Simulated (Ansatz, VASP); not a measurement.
## Tl: VASP beside Ansatz

File INCAR:

```
ALGO = Normal
EDIFF = 1E-6
ENCUT = 520
GGA = PE
ISIF = 2
ISMEAR = -1
LASPH = True
LCHARG = False
LREAL = False
LWAVE = False
NBANDS = 20
NELM = 60
PREC = Accurate
SIGMA = 0.1
```

KPOINTS

```
k-points
0
Gamma
  17 17 9
```

File POSCAR:

```
Tl
1.0
    3.4405097536      0.0000000000      0.0000000000
   -1.7202548768      2.9795688486      0.0000000000
    0.0000000000      0.0000000000      5.4065812451
Tl
2
Direct
    0.3333333333      0.6666666667      0.2500000000
    0.6666666667      0.3333333333      0.7500000000
```

Input for Ansatz:

```yaml
crystal:
  lattice:
    - [3.4405097536, 0.0, 0.0]
    - [-1.7202548768, 2.9795688486, 0.0]
    - [0.0, 0.0, 5.4065812451]
  atoms:
    - { symbol: Tl, position: [0.3333333333, 0.6666666667, 0.25] }
    - { symbol: Tl, position: [0.6666666667, 0.3333333333, 0.75] }
hamiltonian:
  xc: pbe
  pseudopotentials:
    kind: paw
    azcp:
      Tl: "pseudopotentials/Tl.paw.azcp"
basis:
  ecutwfc: 420
  fft_grid_basis: typed
kpoints:
  mp_grid: { grid: [17, 17, 9], shift: [0, 0, 0] }
magnetization:
  spin_polarized: false
scf:
  occupations: { method: fermi_dirac, width: 0.1 }
output:
  stress: true
```

Alike in both runs: task single point; functional PBE; k mesh 17 × 17 × 9; occupations fermi-dirac, width 0.1 eV; no spin polarisation.

|  | VASP | Ansatz |
| --- | --- | --- |
| version | VASP 6.6.1 | Ansatz 0.2.0 |
| potentials or method | VASP PAW PBE potentials, release 64 (Tl_d), cutoff 520 eV | plane waves (420 eV) with PAW, scalar-relativistic |
| valence electrons in the cell | 26 | 26 |

```tsv
	VASP	Ansatz	Ansatz less VASP
pressure (GPa)	4.7	4.7	+0.08
traceless stress, the component that is largest in VASP (GPa)	0.56	0.56	+0.004
```

With one functional, cell and mesh, what is left measures potentials, basis and numerics.

Spin-orbit coupling is off throughout.
